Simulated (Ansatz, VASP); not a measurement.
## ZnSe: VASP beside Ansatz

```
Zn Se
1.0
     3.81817    0.00000    0.00000
    -1.90909    3.30664    0.00000
     0.00000    0.00000    6.18286
Zn Se
2 2
Direct
  0.00000 0.00000 0.00000
  0.00000 0.00000 0.50000
  0.33333 0.66667 0.25000
  0.66667 0.33333 0.75000
```

Alike in both runs: task single point; functional PBE; k mesh 6 × 6 × 4; occupations fermi-dirac, width 0.02 eV; no spin polarisation.

|  | VASP | Ansatz |
| --- | --- | --- |
| version | VASP 6.6.1 | Ansatz 0.2.0 |
| potentials or method | VASP PAW PBE potentials, release 64 (Zn, Se) | plane waves, PAW |
| plane-wave cutoff (eV) | 520 | 420 |
| valence electrons in the cell | 36 | 56 |

```csv
,VASP,Ansatz,Ansatz less VASP
pressure (GPa),0.2,0.0,-0.18
```

With one functional, cell and mesh, what is left measures potentials, basis and numerics. VASP's potentials hold 36 valence electrons a cell and Ansatz's 56, so a difference there can come from the potentials and not from the codes.
